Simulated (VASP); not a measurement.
Set up this calculation in VASP 6.6.1, as the native input.

```
Task                   : single point
Functional             : r2SCAN
Potentials or basis    : VASP PAW PBE potentials, release 64 (Mg, O)
Cutoff                 : 520 eV
k mesh                 : 8 × 8 × 8
Occupations            : fermi-dirac, width 0.02 eV
Spin                   : no spin polarisation
Dipole correction      : no
Further INCAR settings : ALGO = Normal; EDIFF = 1e-07; NBANDS = 11
```

MgO:

```
Mg O
1.0
     2.62335    0.00000    0.00000
     0.00000    2.62335    0.00000
     0.00000    0.00000    2.62335
Mg O
1 1
Direct
  0.00000 0.00000 0.00000
  0.50000 0.50000 0.50000
```

These files were run (other wordings do the same):

POSCAR

```
MgO
1.0
    2.6233491285      0.0000000000      0.0000000000
    0.0000000000      2.6233491285      0.0000000000
    0.0000000000      0.0000000000      2.6233491285
Mg O
1 1
Direct
    0.0000000000      0.0000000000      0.0000000000
    0.5000000000      0.5000000000      0.5000000000
```

INCAR.step1

```
SYSTEM = MgO
PREC = Accurate ; ENCUT = 520
ISMEAR = -1 ; SIGMA = 0.02
LREAL = .FALSE. ; LASPH = .TRUE.
NELM = 60 ; NBANDS = 11
GGA = PE ; ALGO = Normal
EDIFF = 1E-4 ; LWAVE = .TRUE.
LCHARG = .FALSE.
```

INCAR.step2

```
SYSTEM = MgO
PREC = Accurate ; ENCUT = 520
EDIFF = 1E-7 ; ISMEAR = -1
SIGMA = 0.02 ; LREAL = .FALSE.
LASPH = .TRUE. ; NELM = 60
ALGO = Normal ; ISIF = 2
LWAVE = .FALSE. ; LCHARG = .FALSE.
METAGGA = R2SCAN ; LMIXTAU = .TRUE.
NBANDS = 11 ; ISTART = 1
```

KPOINTS

```
regular mesh
0
G
  8 8 8
  0 0 0
```

Potentials or basis: VASP PAW PBE potentials, release 64 (Mg, O).

Command:

```bash
$ cat potpaw_PBE.64/Mg/POTCAR potpaw_PBE.64/O/POTCAR > POTCAR
$ cp INCAR.step1 INCAR
$ mpirun -np 1 vasp_std > vasp.out
$ cp INCAR.step2 INCAR
$ mpirun -np 1 vasp_std > vasp.out
```

It gave:

The pressure is -1.2 GPa. The band gap on the k mesh is 3.45 eV (least direct gap 4.51 eV).

Caveat: the PAW data sets were made with another functional, which shifts forces and pressure a little.

Run time: 11 s on 1 thread of Intel(R) Xeon(R) 6975P-C (Granite Rapids), on a shared host, peak memory 0.13 GiB.
